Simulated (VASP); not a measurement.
# BAs (F-43m) in VASP: further runs

BAs is run at these levels: HSE06; tasks: single point, relaxation of cell and atoms.

All numbers are computed with VASP 6.6.1; they aren't measurements. Logs are shortened: lines on timing, memory, paths and dates and some standing lists are left out, and cuts for length are marked.

### 1 The cell of the first run

Symmetry: F-43m, No. 216, cubic system. Conventional cell: a = 4.772 Å, b = 4.772 Å, c = 4.772 Å, α = 90.00°, β = 90.00°, γ = 90.00°. B (site symmetry -43m) has 4 As at 2.07 Å within 2.7 Å. Within 2.7 Å of As (site symmetry -43m) lie 4 B at 2.07 Å.

### 2 Single point, HSE06

POSCAR reads:

```
BAs
1.0
    0.0000000000      2.3860743221      2.3860743221
    2.3860743221      0.0000000000      2.3860743221
    2.3860743221      2.3860743221      0.0000000000
B As
1 1
Direct
    0.0000000000      0.0000000000      0.0000000000
    0.2500000000      0.2500000000      0.2500000000
```

INCAR.step1 reads:

```
SYSTEM = BAs
ALGO = Normal ; EDIFF = 1E-5
ENCUT = 520 ; GGA = PE
ISIF = 2 ; ISMEAR = 0
LASPH = .TRUE. ; LCHARG = .FALSE.
LREAL = .FALSE. ; LWAVE = .TRUE.
NBANDS = 11 ; NELM = 100
PREC = Accurate ; SIGMA = 0.02
```

INCAR.step2 reads:

```
SYSTEM = BAs
ALGO = Normal ; EDIFF = 1E-6
ENCUT = 520 ; GGA = PE
HFSCREEN = 0.2079 ; ISIF = 2
ISMEAR = 0 ; ISTART = 1
LASPH = .TRUE. ; LCHARG = .FALSE.
LHFCALC = .TRUE. ; LREAL = .FALSE.
LWAVE = .FALSE. ; NBANDS = 11
NELM = 100 ; PREC = Accurate
PRECFOCK = Normal ; SIGMA = 0.02
```

KPOINTS reads:

```
k-points
0
G
  6 6 6
  0 0 0
```

Potentials or basis: VASP PAW PBE potentials, release 64 (B, As).

On the command line:

```bash
$ cat potpaw_PBE.64/B/POTCAR potpaw_PBE.64/As/POTCAR > POTCAR
$ cp INCAR.step1 INCAR
$ mpirun -np 1 vasp_std > vasp.out
$ cp INCAR.step2 INCAR
$ mpirun -np 1 vasp_std > vasp.out
```

OUTCAR:

```text
SYSTEM = BAs
   EDIFF = 1E-6
   ENCUT = 520
   GGA = PE
   HFSCREEN = 0.2079
   ISIF = 2
   ISMEAR = 0
   ISTART = 1
   LASPH = .TRUE.
   LHFCALC = .TRUE.
   LREAL = .FALSE.
   NELM = 100
   PREC = Accurate
   PRECFOCK = Normal

 ion  position               nearest neighbor table
   1  0.000  0.000  0.000-   2 2.07   2 2.07   2 2.07   2 2.07
   2  0.250  0.250  0.250-   1 2.07   1 2.07   1 2.07   1 2.07

  LATTYP: Found a face centered cubic cell.
 ALAT       =     4.7721486442

  Lattice vectors:

 A1 = (   0.0000000000,   2.3860743221,   2.3860743221)
 A2 = (   2.3860743221,   0.0000000000,   2.3860743221)
 A3 = (   2.3860743221,   2.3860743221,   0.0000000000)

Analysis of symmetry for initial positions (statically):
=====================================================================
 Subroutine PRICEL returns:
 Original cell was already a primitive cell.

 Routine SETGRP: Setting up the symmetry group for a
 face centered cubic supercell.

 Subroutine GETGRP returns: Found 24 space group operations
 (whereof 24 operations were pure point group operations)
 out of a pool of 48 trial point group operations.

The static configuration has the point symmetry T_d .

Analysis of symmetry for dynamics (positions and initial velocities):
=====================================================================
 Subroutine PRICEL returns:
 Original cell was already a primitive cell.

 Routine SETGRP: Setting up the symmetry group for a
 face centered cubic supercell.

 Subroutine GETGRP returns: Found 24 space group operations
 (whereof 24 operations were pure point group operations)
 out of a pool of 48 trial point group operations.

The dynamic configuration has the point symmetry T_d .

 Subroutine INISYM returns: Found 24 space group operations
 (whereof 24 operations are pure point group operations),
 and found     1 'primitive' translations

----------------------------------------------------------------------------------------

                                     Primitive cell

  volume of cell :      27.1695

  direct lattice vectors                    reciprocal lattice vectors
     0.000000000  2.386074322  2.386074322    -0.209549215  0.209549215  0.209549215
     2.386074322  0.000000000  2.386074322     0.209549215 -0.209549215  0.209549215
     2.386074322  2.386074322  0.000000000     0.209549215  0.209549215 -0.209549215

  length of vectors
     3.374418667  3.374418667  3.374418667     0.362949886  0.362949886  0.362949886

  position of ions in fractional coordinates (direct lattice)
     0.000000000  0.000000000  0.000000000
     0.250000000  0.250000000  0.250000000

  ion indices of the primitive-cell ions
   primitive index   ion index
                 1           1
                 2           2

----------------------------------------------------------------------------------------

 KPOINTS: k-points

Automatic generation of k-mesh.
 Grid dimensions read from file:
 generate k-points for:    6    6    6

 Generating k-lattice:

  Cartesian coordinates                     Fractional coordinates (reciprocal lattice)
    -0.034924869  0.034924869  0.034924869     0.166666667  0.000000000  0.000000000
     0.034924869 -0.034924869  0.034924869     0.000000000  0.166666667  0.000000000
     0.034924869  0.034924869 -0.034924869     0.000000000  0.000000000  0.166666667

  Length of vectors
     0.060491648  0.060491648  0.060491648

  Shift w.r.t. Gamma in fractional coordinates (k-lattice)
     0.000000000  0.000000000  0.000000000

 Subroutine IBZKPT returns following result:
 ===========================================

 Found     16 irreducible k-points:

 Following reciprocal coordinates:
            Coordinates               Weight
  0.000000  0.000000  0.000000      1.000000
  0.166667  0.000000  0.000000      8.000000
  0.333333  0.000000  0.000000      8.000000
  0.500000  0.000000  0.000000      4.000000
  0.166667  0.166667  0.000000      6.000000
  0.333333  0.166667  0.000000     24.000000
[... 8 lines left out ...]
 -0.333333  0.333333  0.166667     24.000000
 -0.333333  0.500000  0.166667     12.000000
   k-points           NKPTS =     16   k-points in BZ     NKDIM =    216   number of bands    NBANDS=     11
   number of dos      NEDOS =    301   number of ions     NIONS =      2
   total plane-waves  NPLWV =  21952
   dimension x,y,z NGX =    28 NGY =   28 NGZ =   28
   dimension x,y,z NGXF=    56 NGYF=   56 NGZF=   56
   ions per type =               1   1
   NGX,Y,Z   is equivalent  to a cutoff of  13.79, 13.79, 13.79 a.u.
   NGXF,Y,Z  is equivalent  to a cutoff of  27.59, 27.59, 27.59 a.u.
 SYSTEM =  BAs
   PREC   = accura    normal or accurate (medium, high low for compatibility)
   ISTART =      1    job   : 0-new  1-cont  2-samecut
   ICHARG =      0    charge: 1-file 2-atom 10-const
   ISPIN  =      1    spin polarized calculation?
   LNONCOLLINEAR =      F non collinear calculations
   LSORBIT =      F    spin-orbit coupling
   LASPH  =      T    aspherical Exc in radial PAW
   ENCUT  =  520.0 eV  38.22 Ry    6.18 a.u.   6.27  6.27  6.27*2*pi/ulx,y,z
   NELM   =    100;   NELMIN=  2; NELMDL=  0     # of ELM steps
   EDIFF  = 0.1E-05   stopping-criterion for ELM
   LREAL  =      F    real-space projection
   EDIFFG = 0.1E-04   stopping-criterion for IOM
   NSW    =      0    number of steps for IOM
   IBRION =     -1    ionic relax: 0-MD 1-quasi-New 2-CG
   NFREE  =      0    steps in history (QN), initial steepest desc. (CG)
   ISIF   =      2    stress and relaxation
   ISYM   =      3    0-nonsym 1-usesym 2-fastsym
   POTIM  = 0.5000    time-step for ionic-motion
   TEBEG  =    0.0;   TEEND  =   0.0 temperature during run
   PSTRESS=    0.0 pullay stress
   NELECT =       8.0000    total number of electrons
   NUPDOWN=      -1.0000    fix difference up-down
   EMIN   =  10.00;   EMAX   =-10.00  energy-range for DOS
   EFERMI =   0.00;   METHOD = LEGACY
   ISMEAR =     0;   SIGMA  =   0.02  broadening in eV -4-tet -1-fermi 0-gaus
   EFERMI_NEDOS =   21; number of points for ismear=-14 and -15
   IALGO  =     38    algorithm
   IMIX   =      1    mixing-type and parameters
     AMIX     =   0.40;   BMIX     =  1.00
     AMIX_MAG =   1.60;   BMIX_MAG =  1.00
  volume/ion in A,a.u.               =      13.58        91.67
  Fermi-wavevector in a.u.,A,eV,Ry     =   1.089124  2.058147 16.139124  1.186192
  Thomas-Fermi vector in A             =   2.225321
   LORBIT       =      0    0 simple, 1 ext, 2 COOP (PROOUT), +10 PAW based schemes
   GGA     = PE    functional components
   LHFCALC =     T    Hartree Fock is set to
   PRECFOCK=normal    Normal, Fast or Accurate (Low or Medium for compatibility)
   ENCUT4O =  -1.0   cutoff for four orbital integrals eV
   NKREDX  =     1    reduce k-point grid by
   NKREDY  =     1    reduce k-point grid by
   NKREDZ  =     1    reduce k-point grid by
   AEXX    =    0.2500 exact exchange contribution
   HFSCREEN=    0.2079 screening length (either q_TF or 0.3 A-1)
   HFSCREENC=   0.2079 screening length for correlation (either q_TF or 0.3 A-1)
   ENCUTFOCK=  -1.0 apply spherical cutoff to Coloumb kernel
   IVDW    =     0    specifies the selected vdW correction
   LEPSILON=     F    determine dielectric tensor
   LRPA    =     F    only Hartree local field effects (RPA)
 non-spin polarized calculation
 Gauss-broadening in eV      SIGMA  =   0.02
  energy-cutoff  :      520.00
  volume of cell :       27.17
 maximum number of plane-waves:       751
 NGX is ok and might be reduce to    28
  NGX = 20; NGY = 20; NGZ = 20

 number of electron       8.0000000 magnetization

 Free energy of the ion-electron system (eV)
  ---------------------------------------------------
  ext. energy  EPLUGINS =         0.00000000
  ---------------------------------------------------
  free energy    TOTEN  =       -13.24271916 eV

  energy without entropy =      -13.24271916  energy(sigma->0) =      -13.24271916

 E-fermi :   5.9133     XC(G=0):  -8.7703

 val. band max:        5.7483305917   @ k =   0.0000   0.0000   0.0000
 cond. band min:       7.6917463213   @ k =   0.3333   0.3333   0.0000
 fundamental gap:      1.9434157296
 Fermi energy:         5.9133320642

 k-point     1 :       0.0000    0.0000    0.0000
  band No.  band energies     occupation
      1     -11.2344      2.00000
      2       5.7483      2.00000
      3       5.7483      2.00000
      4       5.7483      2.00000
      5       9.8658      0.00000
      6       9.8658      0.00000
      7       9.8658      0.00000
      8      11.6668      0.00000
      9      16.3884      0.00000
     10      19.8108      0.00000
     11      19.8108      0.00000

 k-point     2 :       0.1667    0.0000    0.0000
  band No.  band energies     occupation
      1     -10.7333      2.00000
      2       2.5537      2.00000
      3       5.0227      2.00000
      4       5.0227      2.00000
      5       9.9601      0.00000
      6      10.8176      0.00000
      7      10.8176      0.00000
      8      13.6404      0.00000
      9      17.9041      0.00000
     10      18.0806      0.00000
     11      18.0806      0.00000

 k-point     3 :       0.3333    0.0000    0.0000
  band No.  band energies     occupation
      1      -9.3269      2.00000
      2      -1.6670      2.00000
      3       4.0986      2.00000
      4       4.0986      2.00000
      5       9.5096      0.00000
      6      11.5186      0.00000
      7      11.5186      0.00000
      8      15.6996      0.00000
      9      18.4387      0.00000
     10      18.9188      0.00000
     11      18.9188      0.00000
[... 155 lines left out ...]
 k-point    15 :      -0.3333    0.3333    0.1667
  band No.  band energies     occupation
      1      -6.9448      2.00000
      2      -3.1863      2.00000
      3      -0.1694      2.00000
      4       1.5415      2.00000
      5      10.9845      0.00000
      6      11.9526      0.00000
      7      14.4879      0.00000
      8      15.8328      0.00000
      9      17.2221      0.00000
     10      21.6047      0.00000
     11      23.5973      0.00000

 k-point    16 :      -0.3333    0.5000    0.1667
  band No.  band energies     occupation
      1      -6.3833      2.00000
      2      -3.4040      2.00000
      3       0.1250      2.00000
      4       0.3370      2.00000
      5      10.3416      0.00000
      6      10.6351      0.00000
      7      15.6678      0.00000
      8      15.9110      0.00000
      9      19.5847      0.00000
     10      22.9353      0.00000
     11      22.9714      0.00000

------------------------ aborting loop because EDIFF is reached ----------------------------------------

  FORCE on cell =-STRESS in cart. coord.  units (eV):
  Direction    XX          YY          ZZ          XY          YZ          ZX
  --------------------------------------------------------------------------------------
  -------------------------------------------------------------------------------------
  Total       -0.0200923     -0.0200923     -0.0200923     -0.0000000      0.0000000     -0.0000000
  in kB       -1.1848346     -1.1848346     -1.1848346     -0.0000000      0.0000000     -0.0000000
  external PRESSURE =      -1.1848346 kB  Pullay stress =       0.0000000 kB

 VOLUME and BASIS-vectors are now :
 -----------------------------------------------------------------------------
  energy-cutoff  :      520.00
  volume of cell :       27.17
      direct lattice vectors                 reciprocal lattice vectors
     0.000000000  2.386074322  2.386074322    -0.209549215  0.209549215  0.209549215
     2.386074322  0.000000000  2.386074322     0.209549215 -0.209549215  0.209549215
     2.386074322  2.386074322  0.000000000     0.209549215  0.209549215 -0.209549215

 POSITION                                       TOTAL-FORCE (eV/Angst)
 -----------------------------------------------------------------------------------
      0.00000      0.00000      0.00000         0.000000      0.000000      0.000000
      1.19304      1.19304      1.19304        -0.000000     -0.000000     -0.000000
 -----------------------------------------------------------------------------------
    total drift:                                0.000000      0.000000      0.000000

  FREE ENERGIE OF THE ION-ELECTRON SYSTEM (eV)
  ---------------------------------------------------
  free  energy   TOTEN  =       -13.2427191621 eV

  energy  without entropy=      -13.2427191621  energy(sigma->0) =      -13.24271916
```

Wall time 3.9 min (1 thread of Intel Xeon 6975P-C (Granite Rapids), shared host); peak memory 0.27 GiB.

Results:

```yaml
Free_energy: -13.2427 eV
Pressure: -0.1 GPa
Band_gap_on_the_k_mesh: 1.94 eV, indirect (least direct gap 4.12 eV)
```

Levels at points of the mesh, in eV from the valence-band top:
| k point | band 1 | band 2 | band 3 | band 4 | band 5 | band 6 | band 7 | band 8 |
| --- | --- | --- | --- | --- | --- | --- | --- | --- |
| (0.00, 0.00, 0.00) | -16.98 | 0.00 | 0.00 | 0.00 | 4.12 | 4.12 | 4.12 | 5.92 |
| (0.50, 0.00, 0.00) | -13.78 | -9.72 | -1.99 | -1.99 | 3.58 | 5.70 | 5.70 | 10.02 |
| (0.50, 0.50, 0.00) | -12.27 | -9.50 | -4.48 | -4.48 | 2.07 | 2.14 | 12.97 | 12.97 |

Caveat: the PAW data sets were made with another functional, which shifts forces and pressure a little.

(Continued in part 2 of 2.)
